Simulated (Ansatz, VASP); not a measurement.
## One calculation of Sn7Se8, two programs

```
Sn Se
1.0
     0.00000    8.44402    0.00000
    -8.44402    0.00000    0.00000
     4.22201   -4.22201    5.97110
Sn Se
7 8
Direct
  0.59362 0.36632 0.22732
  0.11100 0.88370 0.22732
  0.62500 0.91404 0.28904
  0.62500 0.33596 0.71096
  0.13900 0.36630 0.77268
  0.65638 0.88368 0.77268
  0.12500 0.62500 0.50000
  0.88558 0.61285 0.72726
  0.44479 0.62501 0.81980
  0.88798 0.12498 0.76297
  0.36441 0.09168 0.72726
  0.36442 0.63715 0.27274
  0.80521 0.62499 0.18020
  0.36202 0.12502 0.23703
  0.88559 0.15832 0.27274
```

Change from the starting cell: atom 7 (Sn) set half-way to the vacancy, atoms relaxed in the symmetry of that start.

Alike in both runs: functional PBE; dispersion D3(BJ); k mesh 4 × 4 × 4; occupations gaussian, width 0.05 eV; no spin polarisation.

Ansatz relaxed the structure, and its values are those at the end. VASP's run is a single point on that final structure, the one shown.

|  | VASP | Ansatz |
| --- | --- | --- |
| version | VASP 6.6.1 | Ansatz 0.2.0 |
| potentials or method | VASP PAW PBE potentials, release 64 (Sn_d, Se), cutoff 520 eV | scalar-relativistic, plane waves, PAW |
| valence electrons in the cell | 146 | 226 |

VASP gave:

| Quantity | Value |
| --- | --- |
| gap on the k mesh at the Fermi level (eV) | none |
| pressure (GPa) | -1.1 |
| rms of the force components (eV/Å) | 0.004 |

Problem. Estimate Ansatz's values.

Solution. gap on the k mesh at the Fermi level (eV): none; pressure (GPa): -1.1; rms of the force components (eV/Å): 0.002.

A gap of «none» marks a metal or a gap that the smearing closes. VASP's potentials hold 146 valence electrons a cell and Ansatz's 226, so a difference there can come from the potentials and not from the codes. Ansatz's warnings: dispersion switch in reach, stress scf threshold loose.
